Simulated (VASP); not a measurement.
A run of VASP 6.6.1 is set up as follows.

INCAR

```
  PREC = Accurate
  ENCUT = 500
  EDIFF = 1E-6
  ISMEAR = 1
  SIGMA = 0.011
  LREAL = F
  LASPH = T
  NELM = 120
  ALGO = Normal
  ISIF = 2
  LWAVE = F
  LCHARG = T
  GGA = RE
  LELF = T
  LVHAR = T
  NBANDS = 10
  GGA_COMPAT = F
```

The input KPOINTS:

```
Automatic mesh
0
Gamma
  10 10 10
```

File POSCAR:

```
Ir
1.0
    0.0000000000      1.9269646676      1.9269646676
    1.9269646676      0.0000000000      1.9269646676
    1.9269646676      1.9269646676      0.0000000000
Ir
1
Direct
    0.0000000000      0.0000000000      0.0000000000
```

Potentials or basis: VASP PAW PBE potentials, release 64 (Ir).

The run is started by

```sh
$ cat potpaw_PBE.64/Ir/POTCAR > POTCAR
$ mpirun -np 1 vasp_std > vasp.out
```

Q: What does it give for the pressure?

A: 8.1 GPa.

Caveat: the PAW data sets were made with another functional, which shifts forces and pressure a little.
